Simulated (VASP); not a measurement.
Crystal: LiBr (rocksalt type).

```
Li Br
1.0
     0.00000    2.44599    2.44599
     2.44599    0.00000    2.44599
     2.44599    2.44599    0.00000
Li Br
1 1
Direct
  0.00000 0.00000 0.00000
  0.50000 0.50000 0.50000
```

This cell differs from its parent crystal: volume scaled by 0.7.

Base run:

```yaml
Program: VASP 6.6.1
Functional: PBE
Potentials_or_basis: VASP PAW PBE potentials, release 64 (Li_sv, Br)
Cutoff: 750 eV
k_mesh: 13 × 13 × 13
Occupations: fermi-dirac, width 0.05 eV
Spin: no spin polarisation
```

Its results: band gap on the k mesh 5.75 eV, indirect (least direct gap 6.23 eV); pressure 19.9 GPa.

Question: The run is repeated on the same cell with these changes: functional from PBE to PBEsol; occupations from fermi-dirac, width 0.05 eV to tetrahedron. What comes out?

Answer: Band gap on the k mesh 5.57 eV, indirect (least direct gap 6.07 eV); pressure 17.0 GPa.

Caveats: the PAW data sets were made with another functional, which shifts forces and pressure a little (some runs).

A k mesh can miss the band edges.
